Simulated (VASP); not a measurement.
Here is a VASP 6.6.1 calculation.

INCAR

```
SYSTEM = B4N3
ALGO = Normal
EDIFF = 1E-6
ENCUT = 600
GGA = PE
GGA_COMPAT = .False.
ISIF = 2
ISMEAR = 0
LASPH = .True.
LCHARG = .False.
LREAL = .False.
LWAVE = .False.
NBANDS = 22
NELM = 120
PREC = Accurate
SIGMA = 0.2
```

File KPOINTS:

```
k-points
0
Gamma
  5 5 3
  0 0 0
```

File POSCAR:

```
B4N3
1.0
    3.5302598917      0.0000000000      0.0000000000
   -1.7651299459      3.0572947482      0.0000000000
    0.0000000000      0.0000000000      4.4549471073
B N
4 3
Direct
    0.0000000000      0.0000000000      0.5000000000
    0.5000000000      0.0000000000      0.5000000000
    0.0000000000      0.5000000000      0.5000000000
    0.5000000000      0.5000000000      0.5000000000
    0.3333333333      0.6666666667      0.0000000000
    0.6666666667      0.3333333333      0.0000000000
    0.0000000000      0.0000000000      0.0000000000
```

Potentials or basis: VASP PAW PBE potentials, release 64 (B, N).

Launch:

```sh
$ cat potpaw_PBE.64/B/POTCAR potpaw_PBE.64/N/POTCAR > POTCAR
$ mpirun -np 1 vasp_std > vasp.out
```

What does it give for the pressure?

-0.5 GPa.

Predict the band gap on the k mesh.

zero (an odd number of electrons rules out a gap without spin polarisation).

Stress tensor (GPa, compression positive):
```
-0.57  0.00  0.00
 0.00 -0.57  0.00
 0.00  0.00 -0.38
```

Caveat: the k points lie up to 0.47 Å⁻¹ apart, too coarse for converged energies and pressures of a metal.
